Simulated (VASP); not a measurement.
# WS2 (R3m) in VASP: further runs

The runs below take WS2 through single point, with PBEsol.

Program: VASP 6.6.1. These are calculated values, not measurements. Logs are shortened: lines on timing, memory, paths and dates and some standing lists are left out, and cuts for length are marked.

## (1) The cell of the first run

It takes space group R3m (No. 160, trigonal). Conventional cell: a = 3.053 Å, b = 3.053 Å, c = 19.527 Å, α = 90.00°, β = 90.00°, γ = 120.00°. W (site symmetry 3m) has 6 S at 2.38 Å and 6 W at 3.05 Å within 3.1 Å. S (site symmetry 3m) has 3 W at 2.38 Å and 6 S at 3.05 Å within 3.1 Å. S (site symmetry 3m) has 3 W at 2.38 Å and 6 S at 3.05 Å within 3.1 Å.

## (2) Single point, PBEsol

The input, INCAR:

```
SYSTEM = WS2
PREC = Accurate
ENCUT = 520
EDIFF = 1E-6
ISMEAR = 0
SIGMA = 0.02
LREAL = .FALSE.
LASPH = .TRUE.
NELM = 100
ALGO = Normal
ISIF = 2
LWAVE = .FALSE.
LCHARG = .FALSE.
GGA = PS
NBANDS = 49
```

The input, KPOINTS:

```
Automatic mesh
0
G
  12 12 2
  0 0 0
```

The input, POSCAR:

```
WS2
1.0
    3.0528602337      0.0000000000      0.0000000000
   -1.5264301169      2.6438545166      0.0000000000
    0.0000000000      0.0000000000     19.5268642879
W S
3 6
Direct
    0.6666666667      0.3333333333      0.3326619168
    0.3333333333      0.6666666667      0.6659952502
    0.0000000000      0.0000000000      0.9993285835
    0.3333333333      0.6666666667      0.2505789477
    0.6666666667      0.3333333333      0.0813924688
    0.0000000000      0.0000000000      0.5839122810
    0.3333333333      0.6666666667      0.4147258022
    0.6666666667      0.3333333333      0.9172456144
    0.0000000000      0.0000000000      0.7480591355
```

Potentials or basis: VASP PAW PBE potentials, release 64 (W_sv, S).

The run is started by

```
> cat potpaw_PBE.64/W_sv/POTCAR potpaw_PBE.64/S/POTCAR > POTCAR
> mpirun -np 1 vasp_std > vasp.out
```

OUTCAR:

```text
SYSTEM = WS2
   PREC = Accurate
   ENCUT = 520
   EDIFF = 1E-6
   ISMEAR = 0
   LREAL = .FALSE.
   LASPH = .TRUE.
   NELM = 100
   ISIF = 2
   GGA = PS

 ion  position               nearest neighbor table
   1  0.667  0.333  0.333-   7 2.38   7 2.38   7 2.38   4 2.38   4 2.38   4 2.38
   2  0.333  0.667  0.666-   9 2.38   9 2.38   9 2.38   6 2.38   6 2.38   6 2.38
   3  0.000  0.000  0.999-   5 2.38   5 2.38   5 2.38   8 2.38   8 2.38   8 2.38
   4  0.333  0.667  0.251-   1 2.38   1 2.38   1 2.38
   5  0.667  0.333  0.081-   3 2.38   3 2.38   3 2.38
   6  0.000  0.000  0.584-   2 2.38   2 2.38   2 2.38
   7  0.333  0.667  0.415-   1 2.38   1 2.38   1 2.38
   8  0.667  0.333  0.917-   3 2.38   3 2.38   3 2.38
   9  0.000  0.000  0.748-   2 2.38   2 2.38   2 2.38

  LATTYP: Found a hexagonal cell.
 ALAT       =     3.0528602337
 C/A-ratio  =     6.3962522989

  Lattice vectors:

 A1 = (   3.0528602337,   0.0000000000,   0.0000000000)
 A2 = (  -1.5264301169,   2.6438545166,   0.0000000000)
 A3 = (   0.0000000000,   0.0000000000,  19.5268642879)

Analysis of symmetry for initial positions (statically):
=====================================================================
 Subroutine PRICEL returns following result:

  LATTYP: Found a trigonal (rhomboedric) cell.
 ALAT       =     6.7433777858
 COS(alpha) =     0.8975224188

  Lattice vectors:

 A1 = (   1.5264301167,  -0.8812848388,  -6.5089547620)
 A2 = (  -1.5264301165,  -0.8812848390,  -6.5089547639)
 A3 = (  -0.0000000002,   1.7625696778,  -6.5089547620)

   3 primitive cells build up your supercell.

 Routine SETGRP: Setting up the symmetry group for a
 hexagonal supercell.

 Subroutine GETGRP returns: Found  6 space group operations
 (whereof  6 operations were pure point group operations)
 out of a pool of 24 trial point group operations.

The static configuration has the point symmetry C_3v.

Analysis of symmetry for dynamics (positions and initial velocities):
=====================================================================
 Subroutine PRICEL returns following result:

  LATTYP: Found a trigonal (rhomboedric) cell.
 ALAT       =     6.7433777858
 COS(alpha) =     0.8975224188

  Lattice vectors:

 A1 = (   1.5264301167,  -0.8812848388,  -6.5089547620)
 A2 = (  -1.5264301165,  -0.8812848390,  -6.5089547639)
 A3 = (  -0.0000000002,   1.7625696778,  -6.5089547620)

   3 primitive cells build up your supercell.

 Routine SETGRP: Setting up the symmetry group for a
 hexagonal supercell.

 Subroutine GETGRP returns: Found  6 space group operations
 (whereof  6 operations were pure point group operations)
 out of a pool of 24 trial point group operations.

The dynamic configuration has the point symmetry C_3v.

 Subroutine INISYM returns: Found  6 space group operations
 (whereof  6 operations are pure point group operations),
 and found     3 'primitive' translations

----------------------------------------------------------------------------------------

                                     Primitive cell

  volume of cell :      52.5358

  direct lattice vectors                    reciprocal lattice vectors
     1.526430117 -0.881284839 -6.508954762     0.327561671 -0.189117819 -0.051211499
    -1.526430117 -0.881284839 -6.508954764    -0.327561671 -0.189117819 -0.051211499
    -0.000000000  1.762569678 -6.508954762    -0.000000000  0.378235638 -0.051211499

  length of vectors
     6.743377786  6.743377788  6.743377786     0.381686803  0.381686803  0.381686803

  position of ions in fractional coordinates (direct lattice)
     0.000671417  0.000671416  0.000671416
     0.416087719  0.416087719  0.416087719
     0.251940865  0.251940864  0.251940864

  ion indices of the primitive-cell ions
   primitive index   ion index
                 1           1
                 2           8
                 3           5

----------------------------------------------------------------------------------------

 KPOINTS: Automatic mesh

Automatic generation of k-mesh.
 Grid dimensions read from file:
 generate k-points for:   12   12    2

 Generating k-lattice:

  Cartesian coordinates                     Fractional coordinates (reciprocal lattice)
     0.027296806  0.015759818  0.000000000     0.083333333 -0.000000000  0.000000000
     0.000000000  0.031519637  0.000000000     0.000000000  0.083333333  0.000000000
     0.000000000  0.000000000  0.025605750     0.000000000  0.000000000  0.500000000

  Length of vectors
     0.031519637  0.031519637  0.025605750

  Shift w.r.t. Gamma in fractional coordinates (k-lattice)
     0.000000000  0.000000000  0.000000000

 Subroutine IBZKPT returns following result:
 ===========================================

 Found     38 irreducible k-points:

 Following reciprocal coordinates:
            Coordinates               Weight
  0.000000  0.000000  0.000000      1.000000
  0.083333  0.000000  0.000000      6.000000
  0.166667  0.000000  0.000000      6.000000
  0.250000  0.000000  0.000000      6.000000
  0.333333  0.000000  0.000000      6.000000
  0.416667  0.000000  0.000000      6.000000
[... 16 lines left out ...]
  0.250000  0.000000  0.500000      6.000000
  0.333333  0.000000  0.500000      6.000000
 [... further k-points ...]
   k-points           NKPTS =     38   k-points in BZ     NKDIM =     38   number of bands    NBANDS=     49
   number of dos      NEDOS =    301   number of ions     NIONS =      9
   total plane-waves  NPLWV =  86400
   dimension x,y,z NGX =    24 NGY =   24 NGZ =  150
   dimension x,y,z NGXF=    48 NGYF=   48 NGZF=  300
   ions per type =               3   6
   NGX,Y,Z   is equivalent  to a cutoff of  13.07, 13.07, 12.77 a.u.
   NGXF,Y,Z  is equivalent  to a cutoff of  26.14, 26.14, 25.54 a.u.
 SYSTEM =  WS2
   PREC   = accura    normal or accurate (medium, high low for compatibility)
   ISTART =      0    job   : 0-new  1-cont  2-samecut
   ICHARG =      2    charge: 1-file 2-atom 10-const
   ISPIN  =      1    spin polarized calculation?
   LNONCOLLINEAR =      F non collinear calculations
   LSORBIT =      F    spin-orbit coupling
   LASPH  =      T    aspherical Exc in radial PAW
   ENCUT  =  520.0 eV  38.22 Ry    6.18 a.u.   5.68  5.68 36.31*2*pi/ulx,y,z
   NELM   =    100;   NELMIN=  2; NELMDL= -5     # of ELM steps
   EDIFF  = 0.1E-05   stopping-criterion for ELM
   LREAL  =      F    real-space projection
   EDIFFG = 0.1E-04   stopping-criterion for IOM
   NSW    =      0    number of steps for IOM
   IBRION =     -1    ionic relax: 0-MD 1-quasi-New 2-CG
   NFREE  =      0    steps in history (QN), initial steepest desc. (CG)
   ISIF   =      2    stress and relaxation
   ISYM   =      2    0-nonsym 1-usesym 2-fastsym
   POTIM  = 0.5000    time-step for ionic-motion
   TEBEG  =    0.0;   TEEND  =   0.0 temperature during run
   PSTRESS=    0.0 pullay stress
   NELECT =      78.0000    total number of electrons
   NUPDOWN=      -1.0000    fix difference up-down
   EMIN   =  10.00;   EMAX   =-10.00  energy-range for DOS
   EFERMI =   0.00;   METHOD = LEGACY
   ISMEAR =     0;   SIGMA  =   0.02  broadening in eV -4-tet -1-fermi 0-gaus
   EFERMI_NEDOS =   21; number of points for ismear=-14 and -15
   IALGO  =     38    algorithm
   IMIX   =      4    mixing-type and parameters
     AMIX     =   0.40;   BMIX     =  1.00
     AMIX_MAG =   1.60;   BMIX_MAG =  1.00
  volume/ion in A,a.u.               =      17.51       118.18
  Fermi-wavevector in a.u.,A,eV,Ry     =   1.294933  2.447069 22.814957  1.676852
  Thomas-Fermi vector in A             =   2.426485
   LORBIT       =      0    0 simple, 1 ext, 2 COOP (PROOUT), +10 PAW based schemes
   GGA     = PS    functional components
   LHFCALC =     F    Hartree Fock is set to
   AEXX    =    0.0000 exact exchange contribution
   IVDW    =     0    specifies the selected vdW correction
   LEPSILON=     F    determine dielectric tensor
   LRPA    =     F    only Hartree local field effects (RPA)
 non-spin polarized calculation
 Gauss-broadening in eV      SIGMA  =   0.02
  energy-cutoff  :      520.00
  volume of cell :      157.61
 maximum number of plane-waves:      4284
 NGX is ok and might be reduce to    24
   NGX = 11   NGY = 11   NGZ = 73

 number of electron      78.0000008 magnetization

 Free energy of the ion-electron system (eV)
  ---------------------------------------------------
  ext. energy  EPLUGINS =         0.00000000
  ---------------------------------------------------
  free energy    TOTEN  =       -75.52921114 eV

  energy without entropy =      -75.52921114  energy(sigma->0) =      -75.52921114

 E-fermi :   7.0810     XC(G=0): -11.0884

 val. band max:        6.9837898434   @ k =   0.0000   0.0000   0.5000
 cond. band min:       8.3372048874   @ k =   0.1667   0.1667   0.0000
 fundamental gap:      1.3534150440
 Fermi energy:         7.0810496600

 k-point     1 :       0.0000    0.0000    0.0000
  band No.  band energies     occupation
      1     -66.9162      2.00000
      2     -66.9162      2.00000
      3     -66.9162      2.00000
      4     -31.2754      2.00000
      5     -31.2754      2.00000
      6     -31.2754      2.00000
[... 41 lines left out ...]
     48      10.1774      0.00000
     49      10.2041      0.00000

 k-point     2 :       0.0833    0.0000    0.0000
  band No.  band energies     occupation
      1     -66.9142      2.00000
      2     -66.9142      2.00000
      3     -66.9141      2.00000
      4     -31.2689      2.00000
      5     -31.2689      2.00000
      6     -31.2689      2.00000
[... 41 lines left out ...]
     48      10.0903      0.00000
     49      10.3670      0.00000

 k-point     3 :       0.1667    0.0000    0.0000
  band No.  band energies     occupation
      1     -66.9086      2.00000
      2     -66.9086      2.00000
      3     -66.9086      2.00000
      4     -31.2511      2.00000
      5     -31.2511      2.00000
      6     -31.2511      2.00000
[... 1081 lines left out ...]
     48      10.5310      0.00000
     49      11.2837      0.00000

 k-point    24 :       0.3333    0.0000    0.5000
  band No.  band energies     occupation
      1     -66.8933      2.00000
      2     -66.8933      2.00000
      3     -66.8933      2.00000
      4     -31.3415      2.00000
      5     -31.3415      2.00000
      6     -31.3415      2.00000
[... 41 lines left out ...]
     48      10.9504      0.00000
     49      11.5440      0.00000

 [... further k-points ...]
[... 5 lines left out ...]
  --------------------------------------------------------------------------------------
  -------------------------------------------------------------------------------------
  Total        9.6376904      9.6376904      0.1575870     -0.0000000      0.0000000      0.0000000
  in kB       97.9730373     97.9730373      1.6019688     -0.0000000      0.0000000      0.0000000
  external PRESSURE =      65.8493478 kB  Pullay stress =       0.0000000 kB

 VOLUME and BASIS-vectors are now :
 -----------------------------------------------------------------------------
  energy-cutoff  :      520.00
  volume of cell :      157.61
      direct lattice vectors                 reciprocal lattice vectors
     3.052860234  0.000000000  0.000000000     0.327561671  0.189117819  0.000000000
    -1.526430117  2.643854517  0.000000000     0.000000000  0.378235638  0.000000000
     0.000000000  0.000000000 19.526864288     0.000000000  0.000000000  0.051211499

 POSITION                                       TOTAL-FORCE (eV/Angst)
 -----------------------------------------------------------------------------------
      1.52643      0.88128      6.49584        -0.000000      0.000000     -0.000125
     -0.00000      1.76257     13.00480        -0.000000      0.000000     -0.000125
      0.00000      0.00000     19.51375        -0.000000      0.000000     -0.000125
     -0.00000      1.76257      4.89302         0.000000      0.000000     -0.023233
      1.52643      0.88128      1.58934         0.000000      0.000000      0.023358
      0.00000      0.00000     11.40198         0.000000     -0.000000     -0.023233
     -0.00000      1.76257      8.09829         0.000000     -0.000000      0.023358
      1.52643      0.88128     17.91093        -0.000000      0.000000     -0.023233
      0.00000      0.00000     14.60725         0.000000      0.000000      0.023358
 -----------------------------------------------------------------------------------
    total drift:                                0.000000      0.000000      0.000288

  FREE ENERGIE OF THE ION-ELECTRON SYSTEM (eV)
  ---------------------------------------------------
  free  energy   TOTEN  =       -75.5292111413 eV

  energy  without entropy=      -75.5292111413  energy(sigma->0) =      -75.52921114
```

Run time: 5.5 min. Hardware: 1 thread of Intel Xeon 6975P-C, shared host; peak memory 0.4 GiB.

What came out:

```
Free energy            : -75.5292 eV
Pressure               : 6.6 GPa
Largest force          : 0.023 eV/Å
Band gap on the k mesh : 1.35 eV
```

Forces on the atoms (eV/Å):
```
W    0.000  0.000  0.000
W    0.000  0.000  0.000
W    0.000  0.000  0.000
S    0.000  0.000 -0.023
S    0.000  0.000  0.023
S    0.000  0.000 -0.023
S    0.000  0.000  0.023
S    0.000  0.000 -0.023
S    0.000  0.000  0.023
```

Caveat: the PAW data sets were made with another functional, which shifts forces and pressure a little; spin-orbit coupling is left out, which moves the levels of the heavy elements; this functional lacks dispersion, which binds the layers, so the pressure and a relaxed spacing across them are unreliable. A k mesh can miss the band edges.

## (3) Single point, PBEsol (strain along c alone, the other axes held: +3.0 %, then relaxed in part)

The input, INCAR:

```
ALGO = Normal
EDIFF = 1E-6
ENCUT = 520
GGA = PS
ISIF = 2
ISMEAR = 0
LASPH = True
LCHARG = False
LREAL = False
LWAVE = False
NBANDS = 49
NELM = 60
PREC = Accurate
SIGMA = 0.02
```

The input, KPOINTS:

```
k-points
0
Gamma
  12 12 2
```

The input, POSCAR:

```
WS2
1.0
    3.1472785917      0.0000000000      0.0000000000
   -1.5736392959      2.7256232132      0.0000000000
    0.0000000000      0.0000000000     19.7295971679
W S
3 6
Direct
    0.6666666667      0.3333333333      0.3326588786
    0.3333333333      0.6666666667      0.6659922120
    0.0000000000      0.0000000000      0.9993255453
    0.3333333333      0.6666666667      0.2532184086
    0.6666666667      0.3333333333      0.0787560461
    0.0000000000      0.0000000000      0.5865517419
    0.3333333333      0.6666666667      0.4120893795
    0.6666666667      0.3333333333      0.9198850752
    0.0000000000      0.0000000000      0.7454227128
```

Potentials or basis: VASP PAW PBE potentials, release 64 (W_sv, S).

The run is started by

```
> cat potpaw_PBE.64/W_sv/POTCAR potpaw_PBE.64/S/POTCAR > POTCAR
> mpirun -np 1 vasp_std > vasp.out
```

Run time: 2.1 min. Hardware: 1 thread of Intel Xeon 6975P-C (Granite Rapids), shared host; peak memory 0.42 GiB.

Results (log left out):

| Quantity | Value |
| --- | --- |
| Free energy | -75.8157 eV |
| Pressure | -0.1 GPa |
| Largest force | 0.024 eV/Å |
| Band gap on the k mesh | 1.31 eV |

Forces on the atoms (eV/Å):
```
W    0.000  0.000  0.000
W    0.000  0.000  0.000
W    0.000  0.000  0.000
S    0.000  0.000 -0.023
S    0.000  0.000  0.024
S    0.000  0.000 -0.023
S    0.000  0.000  0.024
S    0.000  0.000 -0.023
S    0.000  0.000  0.024
```

Stress tensor (GPa, compression positive):
```
 0.00  0.00  0.00
 0.00  0.00  0.00
 0.00  0.00 -0.16
```

Levels at points of the mesh, in eV from the valence-band top:
| k point | band 35 | band 36 | band 37 | band 38 | band 39 | band 40 | band 41 | band 42 | band 43 | band 44 |
| --- | --- | --- | --- | --- | --- | --- | --- | --- | --- | --- |
| (0.00, 0.00, 0.00) | -1.97 | -1.78 | -0.95 | -0.14 | -0.14 | 2.56 | 2.56 | 2.59 | 2.59 | 2.59 |
| (0.50, 0.00, 0.00) | -1.57 | -1.57 | -1.40 | -1.40 | -1.31 | 2.59 | 2.61 | 2.61 | 2.96 | 2.96 |
| (0.00, 0.00, 0.50) | -1.97 | -1.97 | -0.55 | -0.55 | 0.00 | 2.57 | 2.57 | 2.57 | 2.58 | 2.60 |
| (0.50, 0.00, 0.50) | -1.61 | -1.55 | -1.44 | -1.34 | -1.34 | 2.60 | 2.60 | 2.61 | 2.92 | 3.03 |

Caveat: the cell differs from its parent crystal (strain along c alone, the other axes held: +3.0 %, then relaxed in part); the PAW data sets were made with another functional, which shifts forces and pressure a little; spin-orbit coupling is left out, which moves the levels of the heavy elements; this functional lacks dispersion, which binds the layers, so the pressure and a relaxed spacing across them are unreliable.

## (4) Single point, PBEsol (strain along c alone, the other axes held: +4.5 %, then relaxed in part)

The input, INCAR:

```
SYSTEM = WS2
ALGO = Normal ; EDIFF = 1E-6
ENCUT = 520 ; GGA = PS
ISIF = 2 ; ISMEAR = 0
LASPH = .True. ; LCHARG = .False.
LREAL = .False. ; LWAVE = .False.
NBANDS = 49 ; NELM = 80
PREC = Accurate ; SIGMA = 0.02
```

The input, KPOINTS:

```
k-points
0
Gamma
  12 12 2
  0 0 0
```

The input, POSCAR:

```
WS2
1.0
    3.1472785917      0.0000000000      0.0000000000
   -1.5736392959      2.7256232132      0.0000000000
    0.0000000000      0.0000000000     20.0169213985
W S
3 6
Direct
    0.6666666667      0.3333333333      0.3326579356
    0.3333333333      0.6666666667      0.6659912690
    0.0000000000      0.0000000000      0.9993246023
    0.3333333333      0.6666666667      0.2543565196
    0.6666666667      0.3333333333      0.0776188781
    0.0000000000      0.0000000000      0.5876898529
    0.3333333333      0.6666666667      0.4109522114
    0.6666666667      0.3333333333      0.9210231863
    0.0000000000      0.0000000000      0.7442855448
```

The run is started by

```
> cat potpaw_PBE.64/W_sv/POTCAR potpaw_PBE.64/S/POTCAR > POTCAR
> mpirun -np 1 vasp_std > vasp.out
```

Run time: 2.2 min. Hardware: 1 thread of Intel Xeon 6975P-C (Granite Rapids), shared host; peak memory 0.42 GiB.

The run converged. Its results:

```yaml
Free_energy: -75.8108 eV
Pressure: -0.1 GPa
Largest_force: 0.023 eV/Å
Band_gap_on_the_k_mesh: 1.38 eV
```

Forces in eV/Å, atoms in the order of the input:
```
W    0.000  0.000  0.000
W    0.000  0.000  0.000
W    0.000  0.000  0.000
S    0.000  0.000 -0.023
S    0.000  0.000  0.023
S    0.000  0.000 -0.023
S    0.000  0.000  0.023
S    0.000  0.000 -0.023
S    0.000  0.000  0.023
```

Stress tensor (GPa, compression positive):
```
-0.03  0.00  0.00
 0.00 -0.03  0.00
 0.00  0.00 -0.21
```

Levels at points of the mesh, in eV from the valence-band top:
```
           k point  band 37  band 38  band 39  band 40  band 41  band 42
(0.00, 0.00, 0.00)    -0.88    -0.14    -0.14     2.61     2.62     2.64
(0.50, 0.00, 0.00)    -1.35    -1.35    -1.27     2.64     2.65     2.65
(0.00, 0.00, 0.50)    -0.53    -0.53     0.00     2.62     2.62     2.62
(0.50, 0.00, 0.50)    -1.38    -1.30    -1.30     2.64     2.64     2.66
```

Caveat: the cell differs from its parent crystal (strain along c alone, the other axes held: +4.5 %, then relaxed in part); the PAW data sets were made with another functional, which shifts forces and pressure a little; spin-orbit coupling is left out, which moves the levels of the heavy elements; this functional lacks dispersion, which binds the layers, so the pressure and a relaxed spacing across them are unreliable.

[end of part 1 of 2]
